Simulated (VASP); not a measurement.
# LiH (P6_3/mmc) in VASP: further runs

Aim: see how the results for LiH move with the level of theory and the settings. Levels: PBE, r2SCAN. Tasks: single point.

All numbers are computed with VASP 6.6.1; they aren't measurements. Logs are shortened: lines on timing, memory, paths and dates and some standing lists are left out, and cuts for length are marked.

**1. The cell of the first run**

The structure is hexagonal, space group P6_3/mmc (No. 194). Conventional cell: a = 3.256 Å, b = 3.256 Å, c = 4.068 Å, α = 90.00°, β = 90.00°, γ = 120.00°. Li (site symmetry -6m2) has 5 H at 1.88 to 2.03 Å within 2.5 Å. Within 2.5 Å of H (site symmetry -6m2) lie 5 Li at 1.88 to 2.03 Å.

**2. Single point, PBE**

The input, INCAR:

```
SYSTEM = LiH
  PREC = Accurate
  ENCUT = 520
  EDIFF = 1E-6
  ISMEAR = 0
  SIGMA = 0.01
  LREAL = .FALSE.
  LASPH = .TRUE.
  NELM = 60
  ALGO = Normal
  ISIF = 2
  LWAVE = .FALSE.
  LCHARG = .FALSE.
  GGA = PE
  NBANDS = 12
```

The input, KPOINTS:

```
Automatic mesh
0
G
  6 6 4
  0 0 0
```

The input, POSCAR:

```
LiH
1.0
    3.2558279722      0.0000000000      0.0000000000
   -1.6279139861      2.8196297343      0.0000000000
    0.0000000000      0.0000000000      4.0684430029
Li H
2 2
Direct
    0.3333333333      0.6666666667     -0.0625093485
    0.6666666667      0.3333333333      0.4374906515
    0.3333333333      0.6666666667      0.4375093485
    0.6666666667      0.3333333333      0.9375093485
```

Potentials or basis: VASP PAW PBE potentials, release 64 (Li_sv, H).

Started as:

```sh
cat potpaw_PBE.64/Li_sv/POTCAR potpaw_PBE.64/H/POTCAR > POTCAR
mpirun -np 1 vasp_std > vasp.out
```

OUTCAR:

```text
SYSTEM = LiH
   PREC = Accurate
   ENCUT = 520
   EDIFF = 1E-6
   ISMEAR = 0
   LREAL = .FALSE.
   LASPH = .TRUE.
   NELM = 60
   ISIF = 2
   GGA = PE

 ion  position               nearest neighbor table
   1  0.333  0.667  0.937-
   2  0.667  0.333  0.437-
   3  0.333  0.667  0.438-
   4  0.667  0.333  0.938-

  LATTYP: Found a hexagonal cell.
 ALAT       =     3.2558279722
 C/A-ratio  =     1.2495878276

  Lattice vectors:

 A1 = (   3.2558279722,   0.0000000000,   0.0000000000)
 A2 = (  -1.6279139861,   2.8196297343,   0.0000000000)
 A3 = (   0.0000000000,   0.0000000000,   4.0684430029)

Analysis of symmetry for initial positions (statically):
=====================================================================
 Subroutine PRICEL returns:
 Original cell was already a primitive cell.

 Routine SETGRP: Setting up the symmetry group for a
 hexagonal supercell.

 Subroutine GETGRP returns: Found 12 space group operations
 (whereof  6 operations were pure point group operations)
 out of a pool of 24 trial point group operations.

The static configuration has the point symmetry C_3v.
 The point group associated with its full space group is C_6v.

Analysis of symmetry for dynamics (positions and initial velocities):
=====================================================================
 Subroutine PRICEL returns:
 Original cell was already a primitive cell.

 Routine SETGRP: Setting up the symmetry group for a
 hexagonal supercell.

 Subroutine GETGRP returns: Found 12 space group operations
 (whereof  6 operations were pure point group operations)
 out of a pool of 24 trial point group operations.

The dynamic configuration has the point symmetry C_3v.
 The point group associated with its full space group is C_6v.

 Subroutine INISYM returns: Found 12 space group operations
 (whereof  6 operations are pure point group operations),
 and found     1 'primitive' translations

----------------------------------------------------------------------------------------

                                     Primitive cell

  volume of cell :      37.3492

  direct lattice vectors                    reciprocal lattice vectors
     3.255827972  0.000000000  0.000000000     0.307141535  0.177328248  0.000000000
    -1.627913986  2.819629734  0.000000000     0.000000000  0.354656495  0.000000000
     0.000000000  0.000000000  4.068443003     0.000000000  0.000000000  0.245794275

  length of vectors
     3.255827972  3.255827972  4.068443003     0.354656495  0.354656495  0.245794275

  position of ions in fractional coordinates (direct lattice)
     0.333333333  0.666666667  0.937490651
     0.666666667  0.333333333  0.437490651
     0.333333333  0.666666667  0.437509349
     0.666666667  0.333333333  0.937509349

  ion indices of the primitive-cell ions
   primitive index   ion index
                 1           1
                 2           2
                 3           3
                 4           4

----------------------------------------------------------------------------------------

 KPOINTS: Automatic mesh

Automatic generation of k-mesh.
 Grid dimensions read from file:
 generate k-points for:    6    6    4

 Generating k-lattice:

  Cartesian coordinates                     Fractional coordinates (reciprocal lattice)
     0.051190256  0.029554708  0.000000000     0.166666667  0.000000000  0.000000000
     0.000000000  0.059109416  0.000000000     0.000000000  0.166666667  0.000000000
     0.000000000  0.000000000  0.061448569     0.000000000  0.000000000  0.250000000

  Length of vectors
     0.059109416  0.059109416  0.061448569

  Shift w.r.t. Gamma in fractional coordinates (k-lattice)
     0.000000000  0.000000000  0.000000000

 Subroutine IBZKPT returns following result:
 ===========================================

 Found     21 irreducible k-points:

 Following reciprocal coordinates:
            Coordinates               Weight
  0.000000  0.000000  0.000000      1.000000
  0.166667  0.000000  0.000000      6.000000
  0.333333  0.000000  0.000000      6.000000
  0.500000  0.000000  0.000000      3.000000
  0.166667  0.166667  0.000000      6.000000
  0.333333  0.166667  0.000000     12.000000
[... 13 lines left out ...]
  0.333333  0.166667  0.500000     12.000000
  0.333333  0.333333  0.500000      2.000000
   k-points           NKPTS =     21   k-points in BZ     NKDIM =     21   number of bands    NBANDS=     12
   number of dos      NEDOS =    301   number of ions     NIONS =      4
   total plane-waves  NPLWV =  17280
   dimension x,y,z NGX =    24 NGY =   24 NGZ =   30
   dimension x,y,z NGXF=    48 NGYF=   48 NGZF=   60
   ions per type =               2   2
   NGX,Y,Z   is equivalent  to a cutoff of  12.25, 12.25, 12.26 a.u.
   NGXF,Y,Z  is equivalent  to a cutoff of  24.51, 24.51, 24.52 a.u.
 SYSTEM =  LiH
   PREC   = accura    normal or accurate (medium, high low for compatibility)
   ISTART =      0    job   : 0-new  1-cont  2-samecut
   ICHARG =      2    charge: 1-file 2-atom 10-const
   ISPIN  =      1    spin polarized calculation?
   LNONCOLLINEAR =      F non collinear calculations
   LSORBIT =      F    spin-orbit coupling
   LASPH  =      T    aspherical Exc in radial PAW
   ENCUT  =  520.0 eV  38.22 Ry    6.18 a.u.   6.05  6.05  7.56*2*pi/ulx,y,z
   NELM   =     60;   NELMIN=  2; NELMDL= -5     # of ELM steps
   EDIFF  = 0.1E-05   stopping-criterion for ELM
   LREAL  =      F    real-space projection
   EDIFFG = 0.1E-04   stopping-criterion for IOM
   NSW    =      0    number of steps for IOM
   IBRION =     -1    ionic relax: 0-MD 1-quasi-New 2-CG
   NFREE  =      0    steps in history (QN), initial steepest desc. (CG)
   ISIF   =      2    stress and relaxation
   ISYM   =      2    0-nonsym 1-usesym 2-fastsym
   POTIM  = 0.5000    time-step for ionic-motion
   TEBEG  =    0.0;   TEEND  =   0.0 temperature during run
   PSTRESS=    0.0 pullay stress
   NELECT =       8.0000    total number of electrons
   NUPDOWN=      -1.0000    fix difference up-down
   EMIN   =  10.00;   EMAX   =-10.00  energy-range for DOS
   EFERMI =   0.00;   METHOD = LEGACY
   ISMEAR =     0;   SIGMA  =   0.01  broadening in eV -4-tet -1-fermi 0-gaus
   EFERMI_NEDOS =   21; number of points for ismear=-14 and -15
   IALGO  =     38    algorithm
   IMIX   =      4    mixing-type and parameters
     AMIX     =   0.40;   BMIX     =  1.00
     AMIX_MAG =   1.60;   BMIX_MAG =  1.00
  volume/ion in A,a.u.               =       9.34        63.01
  Fermi-wavevector in a.u.,A,eV,Ry     =   0.979515  1.851014 13.054094  0.959449
  Thomas-Fermi vector in A             =   2.110374
   LORBIT       =      0    0 simple, 1 ext, 2 COOP (PROOUT), +10 PAW based schemes
   GGA     = PE    functional components
   LHFCALC =     F    Hartree Fock is set to
   AEXX    =    0.0000 exact exchange contribution
   IVDW    =     0    specifies the selected vdW correction
   LEPSILON=     F    determine dielectric tensor
   LRPA    =     F    only Hartree local field effects (RPA)
 non-spin polarized calculation
 Gauss-broadening in eV      SIGMA  =   0.01
  energy-cutoff  :      520.00
  volume of cell :       37.35
 maximum number of plane-waves:      1038
   NGX = 13   NGY = 13   NGZ = 15

 number of electron       8.0000004 magnetization

 Free energy of the ion-electron system (eV)
  ---------------------------------------------------
  ext. energy  EPLUGINS =         0.00000000
  ---------------------------------------------------
  free energy    TOTEN  =       -12.15951714 eV

  energy without entropy =      -12.15951714  energy(sigma->0) =      -12.15951714

 E-fermi :  -0.0787     XC(G=0):  -7.8799

 val. band max:       -0.1630135134   @ k =   0.0000   0.0000   0.0000
 cond. band min:       1.6653039575   @ k =   0.3333   0.3333   0.0000
 fundamental gap:      1.8283174709
 Fermi energy:        -0.0786806769

 k-point     1 :       0.0000    0.0000    0.0000
  band No.  band energies     occupation
      1     -44.7922      2.00000
      2     -44.7350      2.00000
      3      -5.3917      2.00000
      4      -0.1630      2.00000
      5       2.9066      0.00000
      6      10.5186      0.00000
      7      10.5186      0.00000
      8      11.2077      0.00000
      9      13.2198      0.00000
     10      13.2198      0.00000
     11      14.9236      0.00000
     12      17.5948      0.00000

 k-point     2 :       0.1667    0.0000    0.0000
  band No.  band energies     occupation
      1     -44.7871      2.00000
      2     -44.7366      2.00000
      3      -5.0648      2.00000
      4      -0.3479      2.00000
      5       3.4060      0.00000
      6       7.7517      0.00000
      7       9.0422      0.00000
      8      10.8904      0.00000
      9      14.3042      0.00000
     10      14.9889      0.00000
     11      15.0503      0.00000
     12      15.0689      0.00000

 k-point     3 :       0.3333    0.0000    0.0000
  band No.  band energies     occupation
      1     -44.7748      2.00000
      2     -44.7418      2.00000
      3      -4.1105      2.00000
      4      -1.0937      2.00000
      5       4.8716      0.00000
      6       5.1206      0.00000
      7       7.6257      0.00000
      8      10.0011      0.00000
      9      11.1218      0.00000
     10      14.3329      0.00000
     11      14.7343      0.00000
     12      15.4558      0.00000

 k-point     4 :       0.5000    0.0000    0.0000
  band No.  band energies     occupation
      1     -44.7659      2.00000
      2     -44.7471      2.00000
      3      -2.9616      2.00000
      4      -2.2227      2.00000
      5       4.3150      0.00000
      6       6.6040      0.00000
      7       7.1341      0.00000
      8       8.4774      0.00000
      9       9.3094      0.00000
     10      14.3277      0.00000
     11      14.9127      0.00000
     12      15.6145      0.00000

 k-point     5 :       0.1667    0.1667    0.0000
  band No.  band energies     occupation
      1     -44.7782      2.00000
      2     -44.7401      2.00000
      3      -4.4209      2.00000
      4      -0.7520      2.00000
      5       4.3925      0.00000
      6       5.0291      0.00000
      7       8.5037      0.00000
      8      11.4041      0.00000
      9      12.4049      0.00000
     10      12.5883      0.00000
     11      14.8064      0.00000
     12      15.6509      0.00000
[... 183 lines left out ...]
      1     -44.7562      2.00000
      2     -44.7562      2.00000
      3      -2.5894      2.00000
      4      -2.5894      2.00000
      5       4.1256      0.00000
      6       4.1256      0.00000
      7       9.3201      0.00000
      8       9.3201      0.00000
      9      11.2227      0.00000
     10      11.2227      0.00000
     11      15.6514      0.00000
     12      15.6514      0.00000

 k-point    19 :       0.1667    0.1667    0.5000
  band No.  band energies     occupation
      1     -44.7589      2.00000
      2     -44.7589      2.00000
      3      -3.1841      2.00000
      4      -3.1841      2.00000
      5       6.1689      0.00000
      6       6.1689      0.00000
      7       8.8500      0.00000
      8       8.8500      0.00000
      9      12.7904      0.00000
     10      12.7904      0.00000
     11      15.1008      0.00000
     12      15.1008      0.00000

 k-point    20 :       0.3333    0.1667    0.5000
  band No.  band energies     occupation
      1     -44.7562      2.00000
      2     -44.7562      2.00000
      3      -2.5848      2.00000
      4      -2.5848      2.00000
      5       4.3553      0.00000
      6       4.3553      0.00000
      7       7.7958      0.00000
      8       7.7958      0.00000
      9      13.4581      0.00000
     10      13.4581      0.00000
     11      16.0277      0.00000
     12      16.0277      0.00000

 k-point    21 :       0.3333    0.3333    0.5000
  band No.  band energies     occupation
      1     -44.7554      2.00000
      2     -44.7554      2.00000
      3      -2.3226      2.00000
      4      -2.3226      2.00000
      5       3.9048      0.00000
      6       3.9048      0.00000
      7       6.8967      0.00000
      8       6.8967      0.00000
      9      14.7968      0.00000
     10      14.7968      0.00000
     11      17.5804      0.00000
     12      17.5804      0.00000

------------------------ aborting loop because EDIFF is reached ----------------------------------------

  FORCE on cell =-STRESS in cart. coord.  units (eV):
  Direction    XX          YY          ZZ          XY          YZ          ZX
  --------------------------------------------------------------------------------------
  -------------------------------------------------------------------------------------
  Total       -0.0367226     -0.0367226     -0.0296571      0.0000000     -0.0000000      0.0000000
  in kB       -1.5752966     -1.5752966     -1.2722057      0.0000000     -0.0000000      0.0000000
  external PRESSURE =      -1.4742663 kB  Pullay stress =       0.0000000 kB

 VOLUME and BASIS-vectors are now :
 -----------------------------------------------------------------------------
  energy-cutoff  :      520.00
  volume of cell :       37.35
      direct lattice vectors                 reciprocal lattice vectors
     3.255827972  0.000000000  0.000000000     0.307141535  0.177328248  0.000000000
    -1.627913986  2.819629734  0.000000000     0.000000000  0.354656495  0.000000000
     0.000000000  0.000000000  4.068443003     0.000000000  0.000000000  0.245794275

 POSITION                                       TOTAL-FORCE (eV/Angst)
 -----------------------------------------------------------------------------------
     -0.00000      1.87975      3.81413         0.000000      0.000000     -0.000115
      1.62791      0.93988      1.77991        -0.000000      0.000000     -0.000115
     -0.00000      1.87975      1.77998        -0.000000      0.000000      0.000115
      1.62791      0.93988      3.81420         0.000000     -0.000000      0.000115
 -----------------------------------------------------------------------------------
    total drift:                               -0.000000     -0.000000     -0.000424

  FREE ENERGIE OF THE ION-ELECTRON SYSTEM (eV)
  ---------------------------------------------------
  free  energy   TOTEN  =       -12.1595171417 eV

  energy  without entropy=      -12.1595171417  energy(sigma->0) =      -12.15951714
```

Wall time 20 s (1 thread of Intel Xeon 8259CL, shared host); peak memory 0.14 GiB.

What came out:

- Free energy: -12.1595 eV
- Band gap on the k mesh: 1.83 eV, indirect (least direct gap 3.07 eV)

Levels at points of the mesh, in eV from the valence-band top:
```
           k point  band 2  band 3  band 4  band 5  band 6  band 7
(0.00, 0.00, 0.00)  -44.57   -5.23    0.00    3.07   10.68   10.68
(0.50, 0.00, 0.00)  -44.58   -2.80   -2.06    4.48    6.77    7.30
(0.00, 0.00, 0.50)  -44.60   -3.72   -3.72    9.55    9.55   12.70
(0.50, 0.00, 0.50)  -44.59   -2.43   -2.43    4.29    4.29    9.48
```

Caveat: the cutoff is under 1.25 times the usual one of these potentials, so pressure, stress and relaxed cells hold a basis-set (Pulay) error. PBE gaps usually lie below the measured ones, often by a third to a half.

**3. Single point, PBE**

The input, INCAR:

```
  ALGO = Normal
  EDIFF = 1E-6
  ENCUT = 520
  GGA = PE
  ISIF = 2
  ISMEAR = 0
  LASPH = T
  LCHARG = F
  LREAL = F
  LWAVE = F
  NBANDS = 12
  NELM = 80
  PREC = Accurate
  SIGMA = 0.01
```

The input, KPOINTS:

```
k-points
0
Gamma
  6 6 4
```

POSCAR is that of step 2.

Potentials or basis: VASP PAW PBE potentials, release 64 (Li_sv, H).

Started as:

```sh
cat potpaw_PBE.64/Li_sv/POTCAR potpaw_PBE.64/H/POTCAR > POTCAR
mpirun -np 1 vasp_std > vasp.out
```

Wall time 24 s (1 thread of Intel Xeon 8259CL, shared host); peak memory 0.14 GiB.

It converged, with:

| Quantity | Value |
| --- | --- |
| Free energy | -12.1595 eV |
| Band gap on the k mesh | 1.83 eV, indirect (least direct gap 3.07 eV) |

Levels at points of the mesh, in eV from the valence-band top:
```csv
k point,band 1,band 2,band 3,band 4,band 5,band 6,band 7,band 8
"(0.00, 0.00, 0.00)",-44.63,-44.57,-5.23,0.00,3.07,10.68,10.68,11.37
"(0.50, 0.00, 0.00)",-44.60,-44.58,-2.80,-2.06,4.48,6.77,7.30,8.64
"(0.00, 0.00, 0.50)",-44.60,-44.60,-3.72,-3.72,9.55,9.55,12.70,12.70
"(0.50, 0.00, 0.50)",-44.59,-44.59,-2.43,-2.43,4.29,4.29,9.48,9.48
```

Caveat: the cutoff is under 1.25 times the usual one of these potentials, so pressure, stress and relaxed cells hold a basis-set (Pulay) error.

**4. Single point, PBE**

The input, INCAR:

```
SYSTEM = LiH
PREC = Accurate
ENCUT = 520
EDIFF = 1E-6
ISMEAR = 0
SIGMA = 0.01
LREAL = .FALSE.
LASPH = .TRUE.
NELM = 100
ALGO = Normal
ISIF = 2
LWAVE = .FALSE.
LCHARG = .FALSE.
GGA = PE
NBANDS = 12
```

The input, KPOINTS:

```
Automatic mesh
0
G
  6 6 6
  0 0 0
```

POSCAR is that of step 3.

Started as:

```sh
cat potpaw_PBE.64/Li_sv/POTCAR potpaw_PBE.64/H/POTCAR > POTCAR
mpirun -np 1 vasp_std > vasp.out
```

Run time: 29 s. Hardware: 1 thread of Intel Xeon 8259CL, shared host; peak memory 0.14 GiB.

Results (log left out):

```
Free energy            : -12.1624 eV
Band gap on the k mesh : 1.83 eV, indirect (least direct gap 3.07 eV)
```

Levels at points of the mesh, in eV from the valence-band top:
```csv
k point,band 2,band 3,band 4,band 5,band 6,band 7
"(0.00, 0.00, 0.00)",-44.57,-5.23,0.00,3.07,10.68,10.68
"(0.50, 0.00, 0.00)",-44.58,-2.80,-2.06,4.48,6.77,7.30
"(0.00, 0.00, 0.50)",-44.60,-3.72,-3.72,9.55,9.55,12.70
"(0.50, 0.00, 0.50)",-44.59,-2.43,-2.43,4.29,4.29,9.48
```

Caveat: the cutoff is under 1.25 times the usual one of these potentials, so pressure, stress and relaxed cells hold a basis-set (Pulay) error. A hybrid or GW would open this gap; PBE tends to underestimate it.

**5. Single point, r2SCAN**

POSCAR is that of step 4.

The input, INCAR.step1:

```
  PREC = Accurate
  ENCUT = 520
  ISMEAR = 0
  SIGMA = 0.01
  LREAL = F
  LASPH = T
  NELM = 80
  NBANDS = 12
  GGA = PE
  ALGO = Normal
  EDIFF = 1E-4
  LWAVE = T
  LCHARG = F
```

The input, INCAR.step2:

```
  PREC = Accurate
  ENCUT = 520
  EDIFF = 1E-6
  ISMEAR = 0
  SIGMA = 0.01
  LREAL = F
  LASPH = T
  NELM = 80
  ALGO = Normal
  ISIF = 2
  LWAVE = F
  LCHARG = F
  METAGGA = R2SCAN
  LMIXTAU = T
  NBANDS = 12
  ISTART = 1
```

The input, KPOINTS:

```
Automatic mesh
0
Gamma
  6 6 4
```

Started as:

```sh
cat potpaw_PBE.64/Li_sv/POTCAR potpaw_PBE.64/H/POTCAR > POTCAR
cp INCAR.step1 INCAR
mpirun -np 1 vasp_std > vasp.out
cp INCAR.step2 INCAR
mpirun -np 1 vasp_std > vasp.out
```

It took 83 s on 1 thread of Intel Xeon 8259CL, shared host; peak memory 0.15 GiB.

The run converged. Its results:

```
Free energy            : -13.5326 eV
Largest force          : 0.034 eV/Å
Band gap on the k mesh : 2.30 eV, indirect (least direct gap 3.61 eV)
```

Forces in eV/Å, atoms in the order of the input:
```
Li   0.000  0.000 -0.034
Li   0.000  0.000 -0.034
H    0.000  0.000  0.034
H    0.000  0.000  0.034
```

Levels at points of the mesh, in eV from the valence-band top:
```
           k point  band 1  band 2  band 3  band 4  band 5  band 6  band 7  band 8
(0.00, 0.00, 0.00)  -46.06  -46.00   -5.27    0.00    3.61   11.63   11.63   12.31
(0.50, 0.00, 0.00)  -46.03  -46.01   -2.84   -2.04    4.95    7.46    7.99    9.42
(0.00, 0.00, 0.50)  -46.03  -46.03   -3.73   -3.73   10.33   10.33   13.85   13.85
(0.50, 0.00, 0.50)  -46.02  -46.02   -2.47   -2.47    4.88    4.88   10.29   10.29
```

Caveat: the cutoff is under 1.25 times the usual one of these potentials, so pressure, stress and relaxed cells hold a basis-set (Pulay) error; the PAW data sets were made with another functional, which shifts forces and pressure a little. A k mesh can miss the band edges.

**6. Overview**

| level | k mesh | gap on the mesh (eV) |
| --- | --- | --- |
| PBE | 6 × 6 × 4 | 1.83 |
| PBE | 6 × 6 × 6 | 1.83 |
| r2SCAN | 6 × 6 × 4 | 2.30 |

Alike in all rows: task single point; potentials or basis VASP PAW PBE potentials, release 64 (Li_sv, H); no spin polarisation; cell as given; cutoff (eV) 520; smearing gaussian 0.01 eV.

On the cell as given the gap runs from 1.83 eV (PBE) to 2.30 eV (r2SCAN); the meshes differ, which moves gaps too.

Caveats: the cutoff is under 1.25 times the usual one of these potentials, so pressure, stress and relaxed cells hold a basis-set (Pulay) error; the PAW data sets were made with another functional, which shifts forces and pressure a little (some runs).

Absolute energies hang on the potentials; compare differences alone.
